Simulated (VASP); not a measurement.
Input of a VASP 6.6.1 run:

INCAR

```
SYSTEM = BN
  ALGO = Normal
  EDIFF = 1E-7
  ENCUT = 520
  GGA = PS
  ISIF = 2
  ISMEAR = 0
  LASPH = .TRUE.
  LCHARG = .FALSE.
  LREAL = .FALSE.
  LWAVE = .FALSE.
  NBANDS = 16
  NELM = 60
  PREC = Accurate
  SIGMA = 0.05
```

The input KPOINTS:

```
k-points
0
G
  12 12 4
  0 0 0
```

POSCAR

```
BN
1.0
    2.3649335169      0.0000000000      0.0000000000
   -1.1824667585      2.0480925039      0.0000000000
    0.0000000000      0.0000000000      7.3168678081
B N
2 2
Direct
    0.3333333333      0.6666666667      0.2500000000
    0.6666666667      0.3333333333      0.7500000000
    0.3333333333      0.6666666667      0.7500000000
    0.6666666667      0.3333333333      0.2500000000
```

Potentials or basis: VASP PAW PBE potentials, release 64 (B, N).

Launch:

```sh
$ cat potpaw_PBE.64/B/POTCAR potpaw_PBE.64/N/POTCAR > POTCAR
$ mpirun -np 1 vasp_std > vasp.out
```

Predict the band gap on the k mesh.

4.43 eV, indirect (least direct gap 5.03 eV).

Estimate the pressure.

48.2 GPa.

Stress tensor (GPa, compression positive):
```
72.54  0.00  0.00
 0.00 72.54  0.00
 0.00  0.00 -0.38
```

Caveat: the PAW data sets were made with another functional, which shifts forces and pressure a little; this functional lacks dispersion, which binds the layers, so the pressure and a relaxed spacing across them are unreliable. A k mesh can miss the band edges.
